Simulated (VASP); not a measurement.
# Ni (Fm-3m) in VASP: single point with LDA

Aim: the single point of Ni with LDA.

Everything below comes from runs of VASP 6.6.1. Logs are shortened: lines on timing, memory, paths and dates and some standing lists are left out, and cuts for length are marked.

## Step 1: The cell of the first run

It takes space group Fm-3m (No. 225, cubic). The conventional cell has a = 3.546 Å, b = 3.546 Å, c = 3.546 Å, α = 90.00°, β = 90.00°, γ = 90.00°. Ni (site symmetry m-3m) has 12 Ni at 2.51 Å within 3.3 Å.

## Step 2: Single point, LDA, collinear spin, ferromagnetic start

The input, INCAR:

```
PREC = Accurate
ENCUT = 520
EDIFF = 1E-6
ISMEAR = -1
SIGMA = 0.05
LREAL = False
LASPH = True
NELM = 150
ALGO = Normal
ISIF = 2
LWAVE = False
LCHARG = True
ISPIN = 2
MAGMOM = 2
LORBIT = 11
LMAXMIX = 4
GGA = CA
LELF = True
LVHAR = True
NBANDS = 15
```

The input, KPOINTS:

```
Automatic mesh
0
Gamma
  13 13 13
```

The input, POSCAR:

```
Ni
1.0
    0.0000000000      1.7728000000      1.7728000000
    1.7728000000      0.0000000000      1.7728000000
    1.7728000000      1.7728000000      0.0000000000
Ni
1
Direct
    0.0000000000      0.0000000000      0.0000000000
```

Potentials or basis: VASP PAW LDA potentials, release 64 (Ni).

Run with:

```bash
cat potpaw_LDA.64/Ni/POTCAR > POTCAR
mpirun -np 1 vasp_std > vasp.out
```

OUTCAR:

```text
PREC = Accurate
   ENCUT = 520
   EDIFF = 1E-6
   ISMEAR = -1
   LREAL = False
   LASPH = True
   NELM = 150
   ISIF = 2
   ISPIN = 2
   LORBIT = 11
   GGA = CA

 ion  position               nearest neighbor table
   1  0.000  0.000  0.000-

  LATTYP: Found a face centered cubic cell.
 ALAT       =     3.5456000000

  Lattice vectors:

 A1 = (   0.0000000000,   1.7728000000,   1.7728000000)
 A2 = (   1.7728000000,   0.0000000000,   1.7728000000)
 A3 = (   1.7728000000,   1.7728000000,   0.0000000000)

Analysis of symmetry for initial positions (statically):
=====================================================================
 Subroutine PRICEL returns:
 Original cell was already a primitive cell.

 Routine SETGRP: Setting up the symmetry group for a
 face centered cubic supercell.

 Subroutine GETGRP returns: Found 48 space group operations
 (whereof 48 operations were pure point group operations)
 out of a pool of 48 trial point group operations.

The static configuration has the point symmetry O_h .

Analysis of symmetry for dynamics (positions and initial velocities):
=====================================================================
 Subroutine PRICEL returns:
 Original cell was already a primitive cell.

 Routine SETGRP: Setting up the symmetry group for a
 face centered cubic supercell.

 Subroutine GETGRP returns: Found 48 space group operations
 (whereof 48 operations were pure point group operations)
 out of a pool of 48 trial point group operations.

The dynamic configuration has the point symmetry O_h .

Analysis of structural, dynamic, and magnetic symmetry:
=====================================================================
 Subroutine PRICEL returns:
 Original cell was already a primitive cell.

 Routine SETGRP: Setting up the symmetry group for a
 face centered cubic supercell.

 Subroutine GETGRP returns: Found 48 space group operations
 (whereof 48 operations were pure point group operations)
 out of a pool of 48 trial point group operations.

The overall configuration has the point symmetry O_h .

 Subroutine INISYM returns: Found 48 space group operations
 (whereof 48 operations are pure point group operations),
 and found     1 'primitive' translations

----------------------------------------------------------------------------------------

                                     Primitive cell

  volume of cell :      11.1432

  direct lattice vectors                    reciprocal lattice vectors
     0.000000000  1.772800000  1.772800000    -0.282039711  0.282039711  0.282039711
     1.772800000  0.000000000  1.772800000     0.282039711 -0.282039711  0.282039711
     1.772800000  1.772800000  0.000000000     0.282039711  0.282039711 -0.282039711

  length of vectors
[... 122 lines left out ...]
  ---------------------------------------------------
  free energy    TOTEN  =        -6.50929422 eV

  energy without entropy =       -6.49471423  energy(sigma->0) =       -6.50200423

 E-fermi :   8.6871     XC(G=0): -13.4707

 val. band max:        8.6800113828   @ k =  -0.3846   0.3077   0.0000
 cond. band min:       8.6874840449   @ k =  -0.4615   0.3846   0.1538
 fundamental gap:      0.0074726621
 Fermi energy:         8.6870745810

 spin component 1

 k-point     1 :       0.0000    0.0000    0.0000
  band No.  band energies     occupation
      1      -0.1314      1.00000
      2       6.3962      1.00000
      3       6.3962      1.00000
      4       6.3962      1.00000
      5       7.5087      1.00000
      6       7.5087      1.00000
      7      32.2717      0.00000
      8      35.8309      0.00000
      9      35.8309      0.00000
     10      35.8309      0.00000
     11      38.7222      0.00000
     12      38.7222      0.00000
     13      38.7222      0.00000
     14      41.9674      0.00000
[... 403 lines left out ...]
      4       6.7788      1.00000
      5       8.1938      0.99995
      6       9.5561      0.00000
      7      16.4369      0.00000
      8      27.2619      0.00000
      9      28.7592      0.00000
     10      30.9522      0.00000
     11      40.8550      0.00000
     12      40.9912      0.00000
     13      43.8436      0.00000
     14      47.1033      0.00000
     15      54.6827      0.00000

 [... further k-points ...]

 spin component 2

 k-point     1 :       0.0000    0.0000    0.0000
  band No.  band energies     occupation
      1      -0.0891      1.00000
      2       7.0220      1.00000
      3       7.0220      1.00000
      4       7.0220      1.00000
      5       8.0859      0.99999
      6       8.0859      0.99999
      7      32.2533      0.00000
      8      35.8842      0.00000
      9      35.8842      0.00000
     10      35.8842      0.00000
     11      38.8865      0.00000
     12      38.8865      0.00000
     13      38.8865      0.00000
     14      41.9406      0.00000
[... 403 lines left out ...]
      4       7.3597      1.00000
      5       8.8539      0.03432
      6       9.9880      0.00000
      7      16.7007      0.00000
      8      27.3713      0.00000
      9      28.8815      0.00000
     10      31.0559      0.00000
     11      40.9177      0.00000
     12      41.0894      0.00000
     13      43.9449      0.00000
     14      47.3083      0.00000
     15      55.9157      0.00000

 [... further k-points ...]

------------------------ aborting loop because EDIFF is reached ----------------------------------------

  FORCE on cell =-STRESS in cart. coord.  units (eV):
  Direction    XX          YY          ZZ          XY          YZ          ZX
  --------------------------------------------------------------------------------------
  -------------------------------------------------------------------------------------
  Total       -1.4188895     -1.4188895     -1.4188895      0.0000000      0.0000000     -0.0000000
  in kB     -204.0092875   -204.0092875   -204.0092875      0.0000000      0.0000000     -0.0000000
  external PRESSURE =    -204.0092875 kB  Pullay stress =       0.0000000 kB

 VOLUME and BASIS-vectors are now :
 -----------------------------------------------------------------------------
  energy-cutoff  :      520.00
  volume of cell :       11.14
      direct lattice vectors                 reciprocal lattice vectors
     0.000000000  1.772800000  1.772800000    -0.282039711  0.282039711  0.282039711
     1.772800000  0.000000000  1.772800000     0.282039711 -0.282039711  0.282039711
     1.772800000  1.772800000  0.000000000     0.282039711  0.282039711 -0.282039711

 POSITION                                       TOTAL-FORCE (eV/Angst)
 -----------------------------------------------------------------------------------
      0.00000      0.00000      0.00000         0.000000     -0.000000     -0.000000
 -----------------------------------------------------------------------------------
    total drift:                                0.000000      0.000000      0.000000

  FREE ENERGIE OF THE ION-ELECTRON SYSTEM (eV)
  ---------------------------------------------------
  free  energy   TOTEN  =        -6.5092942178 eV

  energy  without entropy=       -6.4947142334  energy(sigma->0) =       -6.50200423

 total charge

# of ion       s       p       d       tot
------------------------------------------
    1        0.489   0.475   8.315   9.279

 magnetization (x)

# of ion       s       p       d       tot
------------------------------------------
    1       -0.004  -0.017   0.645   0.623
```

It took 21 s on 1 thread of Intel Xeon Platinum 8488C (Sapphire Rapids), shared host; peak memory 0.13 GiB.

Results:

```
Free energy                                           : -6.5093 eV
Pressure                                              : -20.4 GPa
Net moment                                            : 0.62 μB per cell
Site moments                                          : Ni +0.62 μB
Valence electrons inside the program's atomic spheres : Ni 9.28
```
